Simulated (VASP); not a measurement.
A run of VASP 6.6.1 is set up as follows.

The input INCAR:

```
PREC = Accurate
ENCUT = 520
EDIFF = 1E-7
ISMEAR = 0
SIGMA = 0.1
LREAL = F
LASPH = T
NELM = 100
ALGO = Normal
ISIF = 2
LWAVE = F
LCHARG = F
GGA = PE
NBANDS = 21
```

File KPOINTS:

```
regular mesh
0
Gamma
  3 3 4
```

The input POSCAR:

```
MgBe2Te3
1.0
    7.7209305247      0.0000000000      0.0000000000
   -3.8604652623      6.6865219752      0.0000000000
    0.0000000000      0.0000000000      3.2143815193
Mg Be Te
1 2 3
Direct
    0.0000000000      0.0000000000      0.6056315107
    0.6666666667      0.3333333333      0.8763860259
    0.3333333333      0.6666666667      0.8763860259
    0.5000000000      0.5000000000      0.6117444625
    0.5000000000      0.0000000000      0.6117444625
    0.0000000000      0.5000000000      0.6117444625
```

Potentials or basis: VASP PAW PBE potentials, release 64 (Mg, Be, Te).

The run is started by

```bash
$ cat potpaw_PBE.64/Mg/POTCAR potpaw_PBE.64/Be/POTCAR potpaw_PBE.64/Te/POTCAR > POTCAR
$ mpirun -np 1 vasp_std > vasp.out
```

(1) Predict the pressure.

(2) What does it give for the band gap on the k mesh?

Answers

(1) 0.1 GPa.

(2) zero (band 12 reaches 5.98 eV, above the bottom of band 13 at 3.54 eV).

Caveat: the k points lie up to 0.49 Å⁻¹ apart; spin-orbit coupling is left out, which moves the levels of the heavy elements.
